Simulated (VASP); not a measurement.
Here is a VASP 6.6.1 calculation.

File INCAR:

```
PREC = Accurate
ENCUT = 520
EDIFF = 1E-7
ISMEAR = 1
SIGMA = 0.1
LREAL = False
LASPH = True
NELM = 80
ALGO = Normal
ISIF = 2
LWAVE = False
LCHARG = True
GGA = PS
LELF = True
LVHAR = True
NBANDS = 12
```

The input KPOINTS:

```
regular mesh
0
Gamma
  2 6 1
```

Contents of POSCAR:

```
Cu
1.0
   11.5702540000      0.0000000000      0.0000000000
    0.0000000000      2.2382120000      0.0000000000
   -4.5956240000      0.0000000000     21.7433880000
Cu
1
Direct
    0.5000000000      0.5000000000      0.5000000000
```

Potentials or basis: VASP PAW PBE potentials, release 64 (Cu).

Command:

```bash
$ cat potpaw_PBE.64/Cu/POTCAR > POTCAR
$ mpirun -np 1 vasp_std > vasp.out
```

Question: Predict the pressure.

Answer: 0.0 GPa.

Stress tensor (GPa, compression positive):
```
0.00 0.00 0.00
0.00 0.09 0.00
0.00 0.00 0.00
```

Caveat: the k points lie up to 0.47 Å⁻¹ apart; the PAW data sets were made with another functional, which shifts forces and pressure a little.
